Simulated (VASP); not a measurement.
# TaAl5N6 (P4/mmm) in VASP: a series of runs, part 2 of 2

VASP 6.6.1.

## Step 4: Single point, PBE, collinear spin, ferromagnetic start

This run uses another cell than the first one, of 9.03 Å³/atom, 0.692 times its volume.

Contents of INCAR:

```
SYSTEM = TaAl5N6
  ALGO = Normal
  EDIFF = 1E-6
  ENCUT = 520
  GGA = PE
  ISIF = 2
  ISMEAR = 0
  ISPIN = 2
  LASPH = .TRUE.
  LCHARG = .TRUE.
  LELF = .TRUE.
  LMAXMIX = 4
  LORBIT = 11
  LREAL = .FALSE.
  LVHAR = .TRUE.
  LWAVE = .FALSE.
  MAGMOM = 1 0 0 0 0 0 0 0 0 0 0 0
  NBANDS = 44
  NELM = 150
  PREC = Accurate
  SIGMA = 0.1
```

Contents of KPOINTS:

```
k-points
0
G
  6 6 2
  0 0 0
```

Contents of POSCAR:

```
TaAl5N6
1.0
    2.9406615394      0.0000000000      0.0000000000
    0.0000000000      2.9406615394      0.0000000000
    0.0000000000      0.0000000000     12.5316331367
Ta Al N
1 5 6
Direct
    0.5000000000      0.5000000000      0.0000000000
    0.0000000000      0.0000000000      0.8211258990
    0.0000000000      0.0000000000      0.1788741010
    0.5000000000      0.5000000000      0.3403035993
    0.0000000000      0.0000000000      0.5000000000
    0.5000000000      0.5000000000      0.6596964007
    0.0000000000      0.0000000000      0.0000000000
    0.5000000000      0.5000000000      0.1806761946
    0.0000000000      0.0000000000      0.3399712477
    0.5000000000      0.5000000000      0.5000000000
    0.0000000000      0.0000000000      0.6600287523
    0.5000000000      0.5000000000      0.8193238054
```

Potentials or basis: VASP PAW PBE potentials, release 64 (Ta_pv, Al, N).

Command:

```bash
$ cat potpaw_PBE.64/Ta_pv/POTCAR potpaw_PBE.64/Al/POTCAR potpaw_PBE.64/N/POTCAR > POTCAR
$ mpirun -np 1 vasp_std > vasp.out
```

OUTCAR:

```text
SYSTEM = TaAl5N6
   EDIFF = 1E-6
   ENCUT = 520
   GGA = PE
   ISIF = 2
   ISMEAR = 0
   ISPIN = 2
   LASPH = .TRUE.
   LORBIT = 11
   LREAL = .FALSE.
   NELM = 150
   PREC = Accurate

 ion  position               nearest neighbor table
   1  0.500  0.500  0.000-   7 2.08   7 2.08   7 2.08   7 2.08  12 2.26   8 2.26   3 3.06   3 3.06
                             2 3.06   3 3.06   2 3.06   2 3.06   3 3.06   2 3.06
   2  0.000  0.000  0.821-  11 2.02  12 2.08  12 2.08  12 2.08  12 2.08   7 2.24   6 2.90   6 2.90
                             6 2.90   6 2.90   1 3.06   1 3.06   1 3.06   1 3.06
   3  0.000  0.000  0.179-   9 2.02   8 2.08   8 2.08   8 2.08   8 2.08   7 2.24   4 2.90   4 2.90
                             4 2.90   4 2.90   1 3.06   1 3.06   1 3.06   1 3.06
   4  0.500  0.500  0.340-   8 2.00  10 2.00   9 2.08   9 2.08   9 2.08   9 2.08   5 2.89   5 2.89
                             5 2.89   5 2.89   3 2.90   3 2.90   3 2.90   3 2.90
   5  0.000  0.000  0.500-   9 2.01  11 2.01  10 2.08  10 2.08  10 2.08  10 2.08   6 2.89   6 2.89
                             4 2.89   6 2.89   4 2.89   4 2.89   6 2.89   4 2.89
   6  0.500  0.500  0.660-  12 2.00  10 2.00  11 2.08  11 2.08  11 2.08  11 2.08   5 2.89   5 2.89
                             5 2.89   5 2.89   2 2.90   2 2.90   2 2.90   2 2.90
   7  0.000  0.000  0.000-   1 2.08   1 2.08   1 2.08   1 2.08   3 2.24   2 2.24
   8  0.500  0.500  0.181-   4 2.00   3 2.08   3 2.08   3 2.08   3 2.08   1 2.26
   9  0.000  0.000  0.340-   5 2.01   3 2.02   4 2.08   4 2.08   4 2.08   4 2.08
  10  0.500  0.500  0.500-   4 2.00   6 2.00   5 2.08   5 2.08   5 2.08   5 2.08
  11  0.000  0.000  0.660-   5 2.01   2 2.02   6 2.08   6 2.08   6 2.08   6 2.08
  12  0.500  0.500  0.819-   6 2.00   2 2.08   2 2.08   2 2.08   2 2.08   1 2.26

  LATTYP: Found a simple tetragonal cell.
 ALAT       =     2.9406615394
 C/A-ratio  =     4.2615013557

  Lattice vectors:

 A1 = (   2.9406615394,   0.0000000000,   0.0000000000)
 A2 = (   0.0000000000,   2.9406615394,   0.0000000000)
 A3 = (   0.0000000000,   0.0000000000,  12.5316331367)

Analysis of symmetry for initial positions (statically):
=====================================================================
 Subroutine PRICEL returns:
 Original cell was already a primitive cell.

 Routine SETGRP: Setting up the symmetry group for a
 simple tetragonal supercell.

 Subroutine GETGRP returns: Found 16 space group operations
 (whereof 16 operations were pure point group operations)
 out of a pool of 16 trial point group operations.

The static configuration has the point symmetry D_4h.

Analysis of symmetry for dynamics (positions and initial velocities):
=====================================================================
 Subroutine PRICEL returns:
 Original cell was already a primitive cell.

 Routine SETGRP: Setting up the symmetry group for a
 simple tetragonal supercell.

 Subroutine GETGRP returns: Found 16 space group operations
 (whereof 16 operations were pure point group operations)
 out of a pool of 16 trial point group operations.

The dynamic configuration has the point symmetry D_4h.

Analysis of structural, dynamic, and magnetic symmetry:
=====================================================================
 Subroutine PRICEL returns:
 Original cell was already a primitive cell.

 Routine SETGRP: Setting up the symmetry group for a
 simple tetragonal supercell.

 Subroutine GETGRP returns: Found 16 space group operations
 (whereof 16 operations were pure point group operations)
 out of a pool of 16 trial point group operations.

The overall configuration has the point symmetry D_4h.

[... 143 lines left out ...]
   LRPA    =     F    only Hartree local field effects (RPA)
 spin polarized calculation
 Gauss-broadening in eV      SIGMA  =   0.10
  energy-cutoff  :      520.00
  volume of cell :      108.37
 maximum number of plane-waves:      2967
 NGX is ok and might be reduce to    24
   NGX = 11   NGY = 11   NGZ = 47

 number of electron      55.9999999 magnetization       0.0005207

 Free energy of the ion-electron system (eV)
  ---------------------------------------------------
  ext. energy  EPLUGINS =         0.00000000
  ---------------------------------------------------
  free energy    TOTEN  =       -93.09410956 eV

  energy without entropy =      -93.08678754  energy(sigma->0) =      -93.09044855

 E-fermi :  11.8586     XC(G=0): -12.3080

 val. band max:       11.7580272059   @ k =   0.3333   0.3333   0.0000
 cond. band min:      11.8808759257   @ k =   0.1667   0.1667   0.0000
 fundamental gap:      0.1228487198
 Fermi energy:        11.8585823015

 spin component 1

 k-point     1 :       0.0000    0.0000    0.0000
  band No.  band energies     occupation
      1     -24.0411      1.00000
      2     -23.7618      1.00000
      3     -23.7618      1.00000
      4      -8.1797      1.00000
      5      -7.5056      1.00000
      6      -7.3224      1.00000
[... 849 lines left out ...]
     39      17.8899      0.00000
     40      17.9654      0.00000
 Fermi energy:        11.8585823015

 spin component 2

 k-point     1 :       0.0000    0.0000    0.0000
  band No.  band energies     occupation
      1     -24.0409      1.00000
      2     -23.7617      1.00000
      3     -23.7617      1.00000
      4      -8.1797      1.00000
      5      -7.5055      1.00000
      6      -7.3223      1.00000
[... 849 lines left out ...]
     39      17.8900      0.00000
     40      17.9655      0.00000
 [bands above 40 left out]

------------------------ aborting loop because EDIFF is reached ----------------------------------------

  FORCE on cell =-STRESS in cart. coord.  units (eV):
  Direction    XX          YY          ZZ          XY          YZ          ZX
  --------------------------------------------------------------------------------------
  -------------------------------------------------------------------------------------
  Total        0.0477695      0.0477695     -0.0578131      0.0000000      0.0000000      0.0000000
  in kB        0.7062587      0.7062587     -0.8547494      0.0000000      0.0000000      0.0000000
  external PRESSURE =       0.1859226 kB  Pullay stress =       0.0000000 kB

 VOLUME and BASIS-vectors are now :
 -----------------------------------------------------------------------------
  energy-cutoff  :      520.00
  volume of cell :      108.37
      direct lattice vectors                 reciprocal lattice vectors
     2.940661539  0.000000000  0.000000000     0.340059536  0.000000000  0.000000000
     0.000000000  2.940661539  0.000000000     0.000000000  0.340059536  0.000000000
     0.000000000  0.000000000 12.531633137     0.000000000  0.000000000  0.079798059

 POSITION                                       TOTAL-FORCE (eV/Angst)
 -----------------------------------------------------------------------------------
      1.47033      1.47033      0.00000         0.000000     -0.000000     -0.000000
      0.00000      0.00000     10.29005         0.000000     -0.000000     -0.014322
      0.00000      0.00000      2.24158         0.000000     -0.000000      0.014322
      1.47033      1.47033      4.26456        -0.000000      0.000000      0.002209
      0.00000      0.00000      6.26582         0.000000     -0.000000     -0.000000
      1.47033      1.47033      8.26707         0.000000     -0.000000     -0.002209
      0.00000      0.00000      0.00000         0.000000     -0.000000     -0.000000
      1.47033      1.47033      2.26417         0.000000     -0.000000      0.011394
      0.00000      0.00000      4.26039         0.000000      0.000000     -0.000786
      1.47033      1.47033      6.26582         0.000000     -0.000000     -0.000000
      0.00000      0.00000      8.27124         0.000000     -0.000000      0.000786
      1.47033      1.47033     10.26747         0.000000     -0.000000     -0.011394
 -----------------------------------------------------------------------------------
    total drift:                                0.000000     -0.000000     -0.000000

  FREE ENERGIE OF THE ION-ELECTRON SYSTEM (eV)
  ---------------------------------------------------
  free  energy   TOTEN  =       -93.0941095645 eV

  energy  without entropy=      -93.0867875431  energy(sigma->0) =      -93.09044855

 total charge

# of ion       s       p       d       tot
------------------------------------------
    1        0.301   6.284   2.563   9.148
    2        0.310   0.352   0.000   0.662
    3        0.310   0.352   0.000   0.662
    4        0.314   0.382   0.000   0.696
    5        0.314   0.382   0.000   0.696
    6        0.314   0.382   0.000   0.696
    7        1.241   2.592   0.000   3.833
    8        1.219   2.577   0.000   3.797
    9        1.219   2.611   0.000   3.830
   10        1.219   2.617   0.000   3.835
   11        1.219   2.611   0.000   3.830
   12        1.219   2.577   0.000   3.797
--------------------------------------------------
tot          9.197  23.720   2.563  35.480

 magnetization (x)

# of ion       s       p       d       tot
------------------------------------------
    1       -0.000   0.000   0.000   0.000
    2        0.000   0.000   0.000   0.000
    3        0.000   0.000   0.000   0.000
    4        0.000   0.000   0.000   0.000
    5        0.000   0.000   0.000   0.000
    6        0.000   0.000   0.000   0.000
    7       -0.000  -0.000   0.000  -0.000
    8        0.000  -0.000   0.000  -0.000
    9        0.000  -0.000   0.000  -0.000
   10        0.000  -0.000   0.000  -0.000
   11        0.000  -0.000   0.000  -0.000
   12        0.000  -0.000   0.000  -0.000
--------------------------------------------------
tot          0.000  -0.000   0.000   0.000
```

Run time: 3.3 min. Hardware: 1 thread of Intel Xeon Platinum 8488C (Sapphire Rapids), shared host; peak memory 0.35 GiB.

Results:

* Free energy: -93.0941 eV
* Pressure: 0.0 GPa
* Largest force: 0.014 eV/Å
* Band gap on the k mesh: zero (filled and empty bands overlap)
* Net moment: 0.00 μB per cell
* Valence electrons inside the program's atomic spheres: Ta 9.15; Al 0.66, 0.70; N 3.83, 3.80

Forces in eV/Å, atoms in the order of the input:
```
Ta   0.000  0.000  0.000
Al   0.000  0.000 -0.014
Al   0.000  0.000  0.014
Al   0.000  0.000  0.002
Al   0.000  0.000  0.000
Al   0.000  0.000 -0.002
N    0.000  0.000  0.000
N    0.000  0.000  0.011
N    0.000  0.000 -0.001
N    0.000  0.000  0.000
N    0.000  0.000  0.001
N    0.000  0.000 -0.011
```

Caveat: spin-orbit coupling is left out, which moves the levels of the heavy elements.

## Step 5: Single point, PBE, collinear spin, ferromagnetic start

Contents of INCAR:

```
PREC = Accurate ; ENCUT = 520
EDIFF = 1E-6 ; ISMEAR = 0
SIGMA = 0.1 ; LREAL = False
LASPH = True ; NELM = 150
ALGO = Normal ; ISIF = 2
LWAVE = False ; LCHARG = False
ISPIN = 2 ; MAGMOM = 1 0 0 0 0 0 0 0 0 0 0 0
LORBIT = 11 ; LMAXMIX = 4
GGA = PE ; NBANDS = 44
```

Contents of KPOINTS:

```
regular mesh
0
Gamma
  6 6 2
```

Contents of POSCAR:

```
TaAl5N6
1.0
    3.3293049400      0.0000000000      0.0000000000
    0.0000000000      3.3293049400      0.0000000000
    0.0000000000      0.0000000000     14.1250445900
Ta Al N
1 5 6
Direct
    0.5000000000      0.5000000000      0.0000000000
    0.0000000000      0.0000000000      0.8333333300
    0.0000000000      0.0000000000      0.1666666700
    0.5000000000      0.5000000000      0.3333333300
    0.0000000000      0.0000000000      0.5000000000
    0.5000000000      0.5000000000      0.6666666700
    0.0000000000      0.0000000000      0.0000000000
    0.5000000000      0.5000000000      0.1666666700
    0.0000000000      0.0000000000      0.3333333300
    0.5000000000      0.5000000000      0.5000000000
    0.0000000000      0.0000000000      0.6666666700
    0.5000000000      0.5000000000      0.8333333300
```

Potentials or basis: VASP PAW PBE potentials, release 64 (Ta_pv, Al, N).

Command:

```bash
$ cat potpaw_PBE.64/Ta_pv/POTCAR potpaw_PBE.64/Al/POTCAR potpaw_PBE.64/N/POTCAR > POTCAR
$ mpirun -np 1 vasp_std > vasp.out
```

OUTCAR:

```text
PREC = Accurate
   ENCUT = 520
   EDIFF = 1E-6
   ISMEAR = 0
   LREAL = False
   LASPH = True
   NELM = 150
   ISIF = 2
   ISPIN = 2
   LORBIT = 11
   GGA = PE

 ion  position               nearest neighbor table
   1  0.500  0.500  0.000-   7 2.35   7 2.35   7 2.35   7 2.35  12 2.35   8 2.35   3 3.33   3 3.33
                             2 3.33   3 3.33   2 3.33   2 3.33   3 3.33   2 3.33
   2  0.000  0.000  0.833-  11 2.35  12 2.35  12 2.35  12 2.35  12 2.35   7 2.35   6 3.33   6 3.33
                             6 3.33   6 3.33   1 3.33   1 3.33   1 3.33   1 3.33
   3  0.000  0.000  0.167-   9 2.35   8 2.35   8 2.35   8 2.35   8 2.35   7 2.35   4 3.33   4 3.33
                             4 3.33   4 3.33   1 3.33   1 3.33   1 3.33   1 3.33
   4  0.500  0.500  0.333-   8 2.35   9 2.35   9 2.35   9 2.35   9 2.35  10 2.35   3 3.33   3 3.33
                             3 3.33   3 3.33   5 3.33   5 3.33   5 3.33   5 3.33
   5  0.000  0.000  0.500-  10 2.35  10 2.35  10 2.35  10 2.35  11 2.35   9 2.35   6 3.33   6 3.33
                             4 3.33   6 3.33   4 3.33   4 3.33   6 3.33   4 3.33
   6  0.500  0.500  0.667-  12 2.35  11 2.35  11 2.35  11 2.35  11 2.35  10 2.35   2 3.33   2 3.33
                             2 3.33   2 3.33   5 3.33   5 3.33   5 3.33   5 3.33
   7  0.000  0.000  0.000-   1 2.35   1 2.35   1 2.35   1 2.35   3 2.35   2 2.35
   8  0.500  0.500  0.167-   4 2.35   3 2.35   3 2.35   3 2.35   3 2.35   1 2.35
   9  0.000  0.000  0.333-   3 2.35   4 2.35   4 2.35   4 2.35   4 2.35   5 2.35
  10  0.500  0.500  0.500-   5 2.35   5 2.35   5 2.35   5 2.35   6 2.35   4 2.35
  11  0.000  0.000  0.667-   2 2.35   6 2.35   6 2.35   6 2.35   6 2.35   5 2.35
  12  0.500  0.500  0.833-   6 2.35   2 2.35   2 2.35   2 2.35   2 2.35   1 2.35

  LATTYP: Found a simple tetragonal cell.
 ALAT       =     3.3293049400
 C/A-ratio  =     4.2426406846

  Lattice vectors:

 A1 = (   3.3293049400,   0.0000000000,   0.0000000000)
 A2 = (   0.0000000000,   3.3293049400,   0.0000000000)
 A3 = (   0.0000000000,   0.0000000000,  14.1250445900)

Analysis of symmetry for initial positions (statically):
=====================================================================
[... 1942 lines left out ...]
  -------------------------------------------------------------------------------------
  Total      -41.5938676    -41.5938676    -38.1012611      0.0000000      0.0000000      0.0000000
  in kB     -425.6404653   -425.6404653   -389.8997481      0.0000000      0.0000000      0.0000000
  external PRESSURE =    -413.7268929 kB  Pullay stress =       0.0000000 kB

 VOLUME and BASIS-vectors are now :
 -----------------------------------------------------------------------------
  energy-cutoff  :      520.00
  volume of cell :      156.57
      direct lattice vectors                 reciprocal lattice vectors
     3.329304940  0.000000000  0.000000000     0.300362994  0.000000000  0.000000000
     0.000000000  3.329304940  0.000000000     0.000000000  0.300362994  0.000000000
     0.000000000  0.000000000 14.125044590     0.000000000  0.000000000  0.070796237

 POSITION                                       TOTAL-FORCE (eV/Angst)
 -----------------------------------------------------------------------------------
      1.66465      1.66465      0.00000         0.000000     -0.000000      0.000000
      0.00000      0.00000     11.77087        -0.000000      0.000000     -0.815704
      0.00000      0.00000      2.35417        -0.000000      0.000000      0.815704
      1.66465      1.66465      4.70835         0.000000     -0.000000      0.333587
      0.00000      0.00000      7.06252         0.000000     -0.000000      0.000000
      1.66465      1.66465      9.41670        -0.000000      0.000000     -0.333587
      0.00000      0.00000      0.00000         0.000000     -0.000000      0.000000
      1.66465      1.66465      2.35417         0.000000      0.000000     -0.349382
      0.00000      0.00000      4.70835         0.000000     -0.000000     -0.270052
      1.66465      1.66465      7.06252         0.000000     -0.000000      0.000000
      0.00000      0.00000      9.41670        -0.000000      0.000000      0.270052
      1.66465      1.66465     11.77087         0.000000     -0.000000      0.349382
 -----------------------------------------------------------------------------------
    total drift:                                0.000000      0.000000     -0.000000

  FREE ENERGIE OF THE ION-ELECTRON SYSTEM (eV)
  ---------------------------------------------------
  free  energy   TOTEN  =       -84.0599362745 eV

  energy  without entropy=      -84.0395393107  energy(sigma->0) =      -84.04973779

 total charge

# of ion       s       p       d       tot
------------------------------------------
    1        0.246   6.132   2.130   8.508
    2        0.340   0.230   0.000   0.570
    3        0.340   0.230   0.000   0.570
    4        0.321   0.233   0.000   0.554
    5        0.328   0.233   0.000   0.561
    6        0.321   0.233   0.000   0.554
    7        1.236   2.361   0.000   3.596
    8        1.248   2.312   0.000   3.560
    9        1.249   2.298   0.000   3.547
   10        1.247   2.300   0.000   3.547
   11        1.249   2.298   0.000   3.547
   12        1.248   2.312   0.000   3.560
--------------------------------------------------
tot          9.370  21.172   2.130  32.672

 magnetization (x)

# of ion       s       p       d       tot
------------------------------------------
    1        0.000   0.000   0.000   0.000
    2       -0.000  -0.000   0.000  -0.000
    3       -0.000  -0.000   0.000  -0.000
    4       -0.000  -0.000   0.000  -0.000
    5       -0.000  -0.000   0.000  -0.000
    6       -0.000  -0.000   0.000  -0.000
    7        0.000   0.000   0.000   0.000
    8       -0.000  -0.000   0.000  -0.000
    9        0.000   0.000   0.000   0.000
   10        0.000   0.000   0.000   0.000
   11        0.000   0.000   0.000   0.000
   12       -0.000  -0.000   0.000  -0.000
--------------------------------------------------
tot         -0.000   0.000   0.000   0.000
```

stdout:

```text
POSCAR found type information on POSCAR TaAlN
 POSCAR found :  3 types and      12 ions
 scaLAPACK will be used
 LDA part: xc-table for (Slater+PW92), standard interpolation
 POSCAR, INCAR and KPOINTS ok, starting setup
 FFT: planning ... GRIDC
 FFT: planning ... GRID_SOFT
 FFT: planning ... GRID
 WAVECAR not read
 entering main loop
```

It took 4 min on 1 thread of Intel Xeon Platinum 8559C (Emerald Rapids), shared host; peak memory 0.46 GiB.

Results:

| Quantity | Value |
| --- | --- |
| Free energy | -84.0599 eV |
| Pressure | -41.4 GPa |
| Largest force | 0.816 eV/Å |
| Band gap on the k mesh | zero (filled and empty bands overlap) |
| Net moment | 0.00 μB per cell |
| Valence electrons inside the program's atomic spheres | Ta 8.51; Al 0.57, 0.55, 0.56; N 3.60, 3.56, 3.55 |

Forces in eV/Å, atoms in the order of the input:
```
Ta   0.000  0.000  0.000
Al   0.000  0.000 -0.816
Al   0.000  0.000  0.816
Al   0.000  0.000  0.334
Al   0.000  0.000  0.000
Al   0.000  0.000 -0.334
N    0.000  0.000  0.000
N    0.000  0.000 -0.349
N    0.000  0.000 -0.270
N    0.000  0.000  0.000
N    0.000  0.000  0.270
N    0.000  0.000  0.349
```

Caveat: spin-orbit coupling is left out, which moves the levels of the heavy elements.

## Step 6: Summary

| task | spin | cell | k mesh | cutoff (eV) | gap on the mesh (eV) | pressure (GPa) | moment (μB) | largest force (eV/Å) |
| --- | --- | --- | --- | --- | --- | --- | --- | --- |
| relaxation of cell and atoms | off | relaxed from a = 3.329, b = 3.329, c = 14.125 Å, 12 atoms | 6 × 6 × 2 | 600 | none | -0.3 | - | 0.03 |
| single point | off | a = 2.940, b = 2.940, c = 12.531 Å, 12 atoms | 12 × 12 × 4 | 520 | none | 0.0 | - | 0.02 |
| single point | collinear, ferromagnetic start | a = 2.941, b = 2.941, c = 12.532 Å, 12 atoms | 6 × 6 × 2 | 520 | none | 0.0 | 0.00 | 0.01 |
| single point | collinear, ferromagnetic start | a = 3.329, b = 3.329, c = 14.125 Å, 12 atoms | 6 × 6 × 2 | 520 | none | -41.4 | 0.00 | 0.82 |

Alike in all rows: level PBE; potentials or basis VASP PAW PBE potentials, release 64 (Ta_pv, Al, N); smearing gaussian 0.1 eV.

Caveats: spin-orbit coupling is left out, which moves the levels of the heavy elements; the volume moved by over 15 % at a fixed basis, so the end points are rough (some runs).

Total energies depend on the potentials used, so only differences within one code and one set of settings carry meaning.
